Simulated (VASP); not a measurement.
The system is TiTe2 (fluorite type).

```
CELL_PARAMETERS angstrom
0.00000 3.44206 3.44206
3.44206 0.00000 3.44206
3.44206 3.44206 0.00000
ATOMIC_POSITIONS crystal
Ti 0.00000 0.00000 0.00000
Te 0.25000 0.25000 0.25000
Te 0.75000 0.75000 0.75000
```

Base run:

* Program: VASP 6.6.1
* Functional: LDA
* Potentials or basis: VASP PAW LDA potentials, release 64 (Ti_sv, Te)
* Cutoff: 520 eV
* k mesh: 10 × 10 × 10
* Occupations: fermi-dirac, width 0.03 eV
* Spin: no spin polarisation

Its results: band gap on the k mesh zero (band 12 reaches 7.23 eV, above the bottom of band 13 at 6.95 eV); pressure -4.5 GPa.

**Question.** The run is repeated on the same cell with these changes: functional from LDA to PBE; potentials or basis from VASP PAW LDA potentials, release 64 (Ti_sv, Te) to VASP PAW PBE potentials, release 64 (Ti_sv, Te). What comes out?

**Answer.** Band gap on the k mesh zero (band 12 reaches 7.48 eV, above the bottom of band 13 at 7.19 eV); pressure 0.0 GPa.

Caveats: spin-orbit coupling is left out, which moves the levels of the heavy elements.
